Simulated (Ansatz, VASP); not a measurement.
# One calculation of ZnSe, two programs

INCAR

```
SYSTEM = ZnSe
PREC = Accurate ; ENCUT = 520
EDIFF = 1E-7 ; ISMEAR = 0
SIGMA = 0.02 ; LREAL = .False.
LASPH = .True. ; NELM = 60
ALGO = Normal ; ISIF = 2
LWAVE = .False. ; LCHARG = .False.
GGA = PS ; NBANDS = 16
```

The input KPOINTS:

```
regular mesh
0
Gamma
  8 8 8
  0 0 0
```

The input POSCAR:

```
ZnSe
1.0
    0.0000000000      2.7470573820      2.7470573820
    2.7470573820      0.0000000000      2.7470573820
    2.7470573820      2.7470573820      0.0000000000
Zn Se
1 1
Direct
    0.0000000000      0.0000000000      0.0000000000
    0.7500000000      0.7500000000      0.7500000000
```

Input for Ansatz:

```yaml
crystal:
  lattice:
    - [0.0, 2.747057382, 2.747057382]
    - [2.747057382, 0.0, 2.747057382]
    - [2.747057382, 2.747057382, 0.0]
  atoms:
    - { symbol: Zn, position: [0.0, 0.0, 0.0] }
    - { symbol: Se, position: [0.75, 0.75, 0.75] }
basis:
  ecutwfc: 420
kpoints:
  mp_grid: { grid: [8, 8, 8] }
hamiltonian:
  xc: pbesol
scf:
  occupations: { method: gaussian, width: 0.02 }
output:
  forces: true
  stress: true
  eigenvalues: true
```

Alike in both runs: task single point; functional PBEsol; k mesh 8 × 8 × 8; occupations gaussian, width 0.02 eV; no spin polarisation.

|  | VASP | Ansatz |
| --- | --- | --- |
| version | VASP 6.6.1 | Ansatz 0.2.0 |
| potentials or method | VASP PAW PBE potentials, release 64 (Zn, Se), cutoff 520 eV | scalar-relativistic, plane waves, PAW |
| valence electrons in the cell | 18 | 28 |

```csv
,VASP,Ansatz,Ansatz less VASP
gap on the k mesh at the Fermi level (eV),1.55,1.55,-0.008
least direct gap on the mesh (eV),1.55,1.55,-0.008
pressure (GPa),6.2,5.8,-0.36
```

VASP's potentials were made for PBE, not for PBEsol. VASP's potentials hold 18 valence electrons a cell and Ansatz's 28, so a difference there can come from the potentials and not from the codes.
